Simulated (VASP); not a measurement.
# AgI (F-43m) in VASP: a series of runs

Runs on AgI. Level: PBE. Tasks: single point.

Program: VASP 6.6.1. These are calculated values, not measurements. Logs are shortened: lines on timing, memory, paths and dates and some standing lists are left out, and cuts for length are marked.

## (1) The cell of the first run

The structure is cubic, space group F-43m (No. 216). Conventional cell: a = 6.494 Å, b = 6.494 Å, c = 6.494 Å, α = 90.00°, β = 90.00°, γ = 90.00°. Within 3.7 Å of Ag (site symmetry -43m) lie 4 I at 2.81 Å. I (site symmetry -43m) has 4 Ag at 2.81 Å within 3.7 Å.

## (2) Single point, PBE (volume changed by -6%)

INCAR reads:

```
SYSTEM = AgI
  ALGO = Normal
  EDIFF = 1E-6
  ENCUT = 500
  GGA = PE
  GGA_COMPAT = .False.
  ISIF = 2
  ISMEAR = 0
  LASPH = .True.
  LCHARG = .False.
  LREAL = .False.
  LWAVE = .False.
  NBANDS = 16
  NELM = 120
  PREC = Accurate
  SIGMA = 0.01
```

KPOINTS reads:

```
k-points
0
Gamma
  6 6 6
  0 0 0
```

POSCAR reads:

```
AgI
1.0
    0.0000000000      3.2471653444      3.2471653444
    3.2471653444      0.0000000000      3.2471653444
    3.2471653444      3.2471653444      0.0000000000
Ag I
1 1
Direct
    0.0000000000      0.0000000000      0.0000000000
    0.2500000000      0.2500000000      0.2500000000
```

Potentials or basis: VASP PAW PBE potentials, release 64 (Ag, I).

Run with:

```
cat potpaw_PBE.64/Ag/POTCAR potpaw_PBE.64/I/POTCAR > POTCAR
mpirun -np 1 vasp_std > vasp.out
```

OUTCAR:

```text
SYSTEM = AgI
   EDIFF = 1E-6
   ENCUT = 500
   GGA = PE
   ISIF = 2
   ISMEAR = 0
   LASPH = .True.
   LREAL = .False.
   NELM = 120
   PREC = Accurate

 ion  position               nearest neighbor table
   1  0.000  0.000  0.000-   2 2.81   2 2.81   2 2.81   2 2.81
   2  0.250  0.250  0.250-   1 2.81   1 2.81   1 2.81   1 2.81

  LATTYP: Found a face centered cubic cell.
 ALAT       =     6.4943306888

  Lattice vectors:

 A1 = (   0.0000000000,   3.2471653444,   3.2471653444)
 A2 = (   3.2471653444,   0.0000000000,   3.2471653444)
 A3 = (   3.2471653444,   3.2471653444,   0.0000000000)

Analysis of symmetry for initial positions (statically):
=====================================================================
 Subroutine PRICEL returns:
 Original cell was already a primitive cell.

 Routine SETGRP: Setting up the symmetry group for a
 face centered cubic supercell.

 Subroutine GETGRP returns: Found 24 space group operations
 (whereof 24 operations were pure point group operations)
 out of a pool of 48 trial point group operations.

The static configuration has the point symmetry T_d .

Analysis of symmetry for dynamics (positions and initial velocities):
=====================================================================
 Subroutine PRICEL returns:
 Original cell was already a primitive cell.

 Routine SETGRP: Setting up the symmetry group for a
 face centered cubic supercell.

 Subroutine GETGRP returns: Found 24 space group operations
 (whereof 24 operations were pure point group operations)
 out of a pool of 48 trial point group operations.

The dynamic configuration has the point symmetry T_d .

 Subroutine INISYM returns: Found 24 space group operations
 (whereof 24 operations are pure point group operations),
 and found     1 'primitive' translations

----------------------------------------------------------------------------------------

                                     Primitive cell

  volume of cell :      68.4768

  direct lattice vectors                    reciprocal lattice vectors
     0.000000000  3.247165344  3.247165344    -0.153980456  0.153980456  0.153980456
     3.247165344  0.000000000  3.247165344     0.153980456 -0.153980456  0.153980456
     3.247165344  3.247165344  0.000000000     0.153980456  0.153980456 -0.153980456

  length of vectors
     4.592185269  4.592185269  4.592185269     0.266701973  0.266701973  0.266701973

  position of ions in fractional coordinates (direct lattice)
     0.000000000  0.000000000  0.000000000
     0.250000000  0.250000000  0.250000000

  ion indices of the primitive-cell ions
   primitive index   ion index
                 1           1
                 2           2

----------------------------------------------------------------------------------------

 KPOINTS: k-points

Automatic generation of k-mesh.
 Grid dimensions read from file:
 generate k-points for:    6    6    6

 Generating k-lattice:

  Cartesian coordinates                     Fractional coordinates (reciprocal lattice)
    -0.025663409  0.025663409  0.025663409     0.166666667  0.000000000  0.000000000
     0.025663409 -0.025663409  0.025663409     0.000000000  0.166666667  0.000000000
     0.025663409  0.025663409 -0.025663409     0.000000000  0.000000000  0.166666667

  Length of vectors
     0.044450329  0.044450329  0.044450329

  Shift w.r.t. Gamma in fractional coordinates (k-lattice)
     0.000000000  0.000000000  0.000000000

 Subroutine IBZKPT returns following result:
 ===========================================

 Found     16 irreducible k-points:

 Following reciprocal coordinates:
            Coordinates               Weight
  0.000000  0.000000  0.000000      1.000000
  0.166667  0.000000  0.000000      8.000000
  0.333333  0.000000  0.000000      8.000000
  0.500000  0.000000  0.000000      4.000000
  0.166667  0.166667  0.000000      6.000000
  0.333333  0.166667  0.000000     24.000000
[... 8 lines left out ...]
 -0.333333  0.333333  0.166667     24.000000
 -0.333333  0.500000  0.166667     12.000000
   k-points           NKPTS =     16   k-points in BZ     NKDIM =     16   number of bands    NBANDS=     16
   number of dos      NEDOS =    301   number of ions     NIONS =      2
   total plane-waves  NPLWV =  46656
   dimension x,y,z NGX =    36 NGY =   36 NGZ =   36
   dimension x,y,z NGXF=    72 NGYF=   72 NGZF=   72
   ions per type =               1   1
   NGX,Y,Z   is equivalent  to a cutoff of  13.03, 13.03, 13.03 a.u.
   NGXF,Y,Z  is equivalent  to a cutoff of  26.07, 26.07, 26.07 a.u.
 SYSTEM =  AgI
   PREC   = accura    normal or accurate (medium, high low for compatibility)
   ISTART =      0    job   : 0-new  1-cont  2-samecut
   ICHARG =      2    charge: 1-file 2-atom 10-const
   ISPIN  =      1    spin polarized calculation?
   LNONCOLLINEAR =      F non collinear calculations
   LSORBIT =      F    spin-orbit coupling
   LASPH  =      T    aspherical Exc in radial PAW
   ENCUT  =  500.0 eV  36.75 Ry    6.06 a.u.   8.37  8.37  8.37*2*pi/ulx,y,z
   NELM   =    120;   NELMIN=  2; NELMDL= -5     # of ELM steps
   EDIFF  = 0.1E-05   stopping-criterion for ELM
   LREAL  =      F    real-space projection
   EDIFFG = 0.1E-04   stopping-criterion for IOM
   NSW    =      0    number of steps for IOM
   IBRION =     -1    ionic relax: 0-MD 1-quasi-New 2-CG
   NFREE  =      0    steps in history (QN), initial steepest desc. (CG)
   ISIF   =      2    stress and relaxation
   ISYM   =      2    0-nonsym 1-usesym 2-fastsym
   POTIM  = 0.5000    time-step for ionic-motion
   TEBEG  =    0.0;   TEEND  =   0.0 temperature during run
   PSTRESS=    0.0 pullay stress
   NELECT =      18.0000    total number of electrons
   NUPDOWN=      -1.0000    fix difference up-down
   EMIN   =  10.00;   EMAX   =-10.00  energy-range for DOS
   EFERMI =   0.00;   METHOD = LEGACY
   ISMEAR =     0;   SIGMA  =   0.01  broadening in eV -4-tet -1-fermi 0-gaus
   EFERMI_NEDOS =   21; number of points for ismear=-14 and -15
   IALGO  =     38    algorithm
   IMIX   =      4    mixing-type and parameters
     AMIX     =   0.40;   BMIX     =  1.00
     AMIX_MAG =   1.60;   BMIX_MAG =  1.00
  volume/ion in A,a.u.               =      34.24       231.05
  Fermi-wavevector in a.u.,A,eV,Ry     =   1.048700  1.981756 14.963302  1.099772
  Thomas-Fermi vector in A             =   2.183632
   LORBIT       =      0    0 simple, 1 ext, 2 COOP (PROOUT), +10 PAW based schemes
   GGA     = PE    functional components
   LHFCALC =     F    Hartree Fock is set to
   AEXX    =    0.0000 exact exchange contribution
   IVDW    =     0    specifies the selected vdW correction
   LEPSILON=     F    determine dielectric tensor
   LRPA    =     F    only Hartree local field effects (RPA)
 non-spin polarized calculation
 Gauss-broadening in eV      SIGMA  =   0.01
  energy-cutoff  :      500.00
  volume of cell :       68.48
 maximum number of plane-waves:      1807
 NGX is ok and might be reduce to    36
   NGX = 17   NGY = 17   NGZ = 17

 number of electron      17.9999999 magnetization

 Free energy of the ion-electron system (eV)
  ---------------------------------------------------
  ext. energy  EPLUGINS =         0.00000000
  ---------------------------------------------------
  free energy    TOTEN  =        -4.76846182 eV

  energy without entropy =       -4.76846182  energy(sigma->0) =       -4.76846182

 E-fermi :   3.1841     XC(G=0):  -8.4294

 val. band max:        3.1345268402   @ k =   0.0000   0.0000   0.0000
 cond. band min:       4.4764808950   @ k =   0.0000   0.0000   0.0000
 fundamental gap:      1.3419540547
 Fermi energy:         3.1841123803

 k-point     1 :       0.0000    0.0000    0.0000
  band No.  band energies     occupation
      1      -9.6710      2.00000
      2      -1.0854      2.00000
      3      -1.0854      2.00000
      4      -1.0854      2.00000
      5       0.0612      2.00000
      6       0.0612      2.00000
[... 8 lines left out ...]
     15      13.1723      0.00000
     16      13.1723      0.00000

 k-point     2 :       0.1667    0.0000    0.0000
  band No.  band energies     occupation
      1      -9.6015      2.00000
      2      -1.1193      2.00000
      3      -1.0395      2.00000
      4      -1.0395      2.00000
      5       0.0562      2.00000
      6       0.0562      2.00000
[... 8 lines left out ...]
     15      12.4253      0.00000
     16      12.8108      0.00000

 k-point     3 :       0.3333    0.0000    0.0000
  band No.  band energies     occupation
      1      -9.4562      2.00000
      2      -1.1039      2.00000
      3      -0.9525      2.00000
      4      -0.9525      2.00000
      5       0.0689      2.00000
      6       0.0689      2.00000
[... 8 lines left out ...]
     15      12.7594      0.00000
     16      12.7594      0.00000

 k-point     4 :       0.5000    0.0000    0.0000
  band No.  band energies     occupation
      1      -9.3802      2.00000
      2      -1.0018      2.00000
      3      -0.9134      2.00000
      4      -0.9134      2.00000
      5       0.0911      2.00000
      6       0.0911      2.00000
[... 8 lines left out ...]
     15      13.9869      0.00000
     16      13.9869      0.00000

 k-point     5 :       0.1667    0.1667    0.0000
  band No.  band energies     occupation
      1      -9.5783      2.00000
      2      -1.1775      2.00000
      3      -0.9966      2.00000
      4      -0.9966      2.00000
      5       0.0229      2.00000
      6       0.0827      2.00000
[... 8 lines left out ...]
     15      13.3065      0.00000
     16      13.7928      0.00000

 k-point     6 :       0.3333    0.1667    0.0000
  band No.  band energies     occupation
      1      -9.4579      2.00000
      2      -1.1970      2.00000
      3      -0.9056      2.00000
      4      -0.8957      2.00000
      5       0.0208      2.00000
      6       0.1000      2.00000
[... 8 lines left out ...]
     15      13.4443      0.00000
     16      13.9744      0.00000

 k-point     7 :       0.5000    0.1667    0.0000
  band No.  band energies     occupation
      1      -9.3572      2.00000
      2      -1.0477      2.00000
      3      -0.8441      2.00000
      4      -0.8365      2.00000
      5       0.0766      2.00000
      6       0.0973      2.00000
[... 8 lines left out ...]
     15      13.9322      0.00000
     16      14.0496      0.00000

 k-point     8 :      -0.3333    0.1667    0.0000
  band No.  band energies     occupation
      1      -9.3825      2.00000
      2      -0.9913      2.00000
      3      -0.9321      2.00000
      4      -0.8879      2.00000
      5       0.0482      2.00000
      6       0.0877      2.00000
[... 8 lines left out ...]
     15      13.2974      0.00000
     16      14.2217      0.00000

 k-point     9 :      -0.1667    0.1667    0.0000
  band No.  band energies     occupation
      1      -9.5062      2.00000
      2      -1.1308      2.00000
      3      -0.9837      2.00000
      4      -0.9663      2.00000
      5       0.0291      2.00000
      6       0.0845      2.00000
[... 8 lines left out ...]
     15      12.9436      0.00000
     16      14.0890      0.00000

 k-point    10 :       0.3333    0.3333    0.0000
  band No.  band energies     occupation
      1      -9.3851      2.00000
      2      -1.3223      2.00000
      3      -0.7576      2.00000
      4      -0.7576      2.00000
      5       0.0119      2.00000
      6       0.1261      2.00000
[... 8 lines left out ...]
     15      13.6483      0.00000
     16      16.3735      0.00000

 k-point    11 :       0.5000    0.3333    0.0000
  band No.  band energies     occupation
      1      -9.3093      2.00000
      2      -1.2566      2.00000
      3      -0.6798      2.00000
      4      -0.6392      2.00000
      5       0.1215      2.00000
      6       0.1243      2.00000
[... 8 lines left out ...]
     15      14.1725      0.00000
     16      15.0780      0.00000

 k-point    12 :      -0.3333    0.3333    0.0000
  band No.  band energies     occupation
      1      -9.3084      2.00000
      2      -1.0559      2.00000
      3      -0.7546      2.00000
      4      -0.6495      2.00000
      5      -0.0174      2.00000
      6       0.0690      2.00000
[... 8 lines left out ...]
     15      12.9559      0.00000
     16      15.9632      0.00000

 k-point    13 :       0.5000    0.5000    0.0000
  band No.  band energies     occupation
      1      -9.2844      2.00000
      2      -1.3700      2.00000
      3      -0.5797      2.00000
      4      -0.5797      2.00000
      5       0.1480      2.00000
      6       0.1820      2.00000
[... 8 lines left out ...]
     15      13.8801      0.00000
     16      14.9778      0.00000

 k-point    14 :       0.5000    0.3333    0.1667
  band No.  band energies     occupation
      1      -9.3590      2.00000
      2      -1.1410      2.00000
      3      -0.8532      2.00000
      4      -0.7461      2.00000
      5       0.0515      2.00000
      6       0.0983      2.00000
[... 8 lines left out ...]
     15      14.2530      0.00000
     16      14.7467      0.00000

 k-point    15 :      -0.3333    0.3333    0.1667
  band No.  band energies     occupation
      1      -9.3084      2.00000
      2      -0.9970      2.00000
      3      -0.8679      2.00000
      4      -0.6293      2.00000
      5      -0.0022      2.00000
      6       0.1400      2.00000
[... 8 lines left out ...]
     15      14.0653      0.00000
     16      14.7253      0.00000

 k-point    16 :      -0.3333    0.5000    0.1667
  band No.  band energies     occupation
      1      -9.2839      2.00000
      2      -1.1592      2.00000
      3      -0.6966      2.00000
      4      -0.5842      2.00000
      5       0.0530      2.00000
      6       0.3122      2.00000
[... 8 lines left out ...]
     15      14.6097      0.00000
     16      14.8588      0.00000

------------------------ aborting loop because EDIFF is reached ----------------------------------------

  FORCE on cell =-STRESS in cart. coord.  units (eV):
  Direction    XX          YY          ZZ          XY          YZ          ZX
  --------------------------------------------------------------------------------------
  -------------------------------------------------------------------------------------
  Total        0.7836126      0.7836126      0.7836126      0.0000000      0.0000000      0.0000000
  in kB       18.3344873     18.3344873     18.3344873      0.0000000      0.0000000      0.0000000
  external PRESSURE =      18.3344873 kB  Pullay stress =       0.0000000 kB

 VOLUME and BASIS-vectors are now :
 -----------------------------------------------------------------------------
  energy-cutoff  :      500.00
  volume of cell :       68.48
      direct lattice vectors                 reciprocal lattice vectors
     0.000000000  3.247165344  3.247165344    -0.153980456  0.153980456  0.153980456
     3.247165344  0.000000000  3.247165344     0.153980456 -0.153980456  0.153980456
     3.247165344  3.247165344  0.000000000     0.153980456  0.153980456 -0.153980456

 POSITION                                       TOTAL-FORCE (eV/Angst)
 -----------------------------------------------------------------------------------
      0.00000      0.00000      0.00000        -0.000000     -0.000000     -0.000000
      1.62358      1.62358      1.62358         0.000000      0.000000      0.000000
 -----------------------------------------------------------------------------------
    total drift:                               -0.000000     -0.000000     -0.000000

  FREE ENERGIE OF THE ION-ELECTRON SYSTEM (eV)
  ---------------------------------------------------
  free  energy   TOTEN  =        -4.7684618232 eV

  energy  without entropy=       -4.7684618232  energy(sigma->0) =       -4.76846182
```

Wall time 19 s (1 thread of Intel Xeon 6975P-C, shared host); peak memory 0.21 GiB.

Results:

```yaml
Free_energy: -4.7685 eV
Pressure: 1.8 GPa
Band_gap_on_the_k_mesh: 1.34 eV, direct
```

Caveat: spin-orbit coupling is left out, which moves the levels of the heavy elements.

## (3) Single point, PBE (volume changed by -3%)

INCAR reads:

```
ALGO = Normal
EDIFF = 1E-6
ENCUT = 500
GGA = PE
GGA_COMPAT = False
ISIF = 2
ISMEAR = 0
LASPH = True
LCHARG = False
LREAL = False
LWAVE = False
NBANDS = 16
NELM = 120
PREC = Accurate
SIGMA = 0.01
```

KPOINTS reads:

```
k-points
0
Gamma
  6 6 6
```

POSCAR reads:

```
AgI
1.0
    0.0000000000      3.2813485443      3.2813485443
    3.2813485443      0.0000000000      3.2813485443
    3.2813485443      3.2813485443      0.0000000000
Ag I
1 1
Direct
    0.0000000000      0.0000000000      0.0000000000
    0.2500000000      0.2500000000      0.2500000000
```

Potentials or basis: VASP PAW PBE potentials, release 64 (Ag, I).

Run with:

```
cat potpaw_PBE.64/Ag/POTCAR potpaw_PBE.64/I/POTCAR > POTCAR
mpirun -np 1 vasp_std > vasp.out
```

OUTCAR:

```text
EDIFF = 1E-6
   ENCUT = 500
   GGA = PE
   ISIF = 2
   ISMEAR = 0
   LASPH = True
   LREAL = False
   NELM = 120
   PREC = Accurate

 ion  position               nearest neighbor table
   1  0.000  0.000  0.000-   2 2.84   2 2.84   2 2.84   2 2.84
   2  0.250  0.250  0.250-   1 2.84   1 2.84   1 2.84   1 2.84

  LATTYP: Found a face centered cubic cell.
 ALAT       =     6.5626970886

  Lattice vectors:

 A1 = (   0.0000000000,   3.2813485443,   3.2813485443)
[... 480 lines left out ...]
------------------------ aborting loop because EDIFF is reached ----------------------------------------

  FORCE on cell =-STRESS in cart. coord.  units (eV):
  Direction    XX          YY          ZZ          XY          YZ          ZX
  --------------------------------------------------------------------------------------
  -------------------------------------------------------------------------------------
  Total        0.3541110      0.3541110      0.3541110     -0.0000000      0.0000000      0.0000000
  in kB        8.0290276      8.0290276      8.0290276     -0.0000000      0.0000000      0.0000000
  external PRESSURE =       8.0290276 kB  Pullay stress =       0.0000000 kB

 VOLUME and BASIS-vectors are now :
 -----------------------------------------------------------------------------
  energy-cutoff  :      500.00
  volume of cell :       70.66
      direct lattice vectors                 reciprocal lattice vectors
     0.000000000  3.281348544  3.281348544    -0.152376376  0.152376376  0.152376376
     3.281348544  0.000000000  3.281348544     0.152376376 -0.152376376  0.152376376
     3.281348544  3.281348544  0.000000000     0.152376376  0.152376376 -0.152376376

 POSITION                                       TOTAL-FORCE (eV/Angst)
 -----------------------------------------------------------------------------------
      0.00000      0.00000      0.00000        -0.000000     -0.000000     -0.000000
      1.64067      1.64067      1.64067         0.000000      0.000000      0.000000
 -----------------------------------------------------------------------------------
    total drift:                               -0.000000     -0.000000     -0.000000

  FREE ENERGIE OF THE ION-ELECTRON SYSTEM (eV)
  ---------------------------------------------------
  free  energy   TOTEN  =        -4.7862615159 eV

  energy  without entropy=       -4.7862615159  energy(sigma->0) =       -4.78626152
```

Wall time 16 s (1 thread of Intel Xeon 6975P-C, shared host); peak memory 0.21 GiB.

Results:

```
Free energy            : -4.7863 eV
Pressure               : 0.8 GPa
Band gap on the k mesh : 1.34 eV, direct
```

Caveat: spin-orbit coupling is left out, which moves the levels of the heavy elements.

(Part 1 of 2 ends here.)
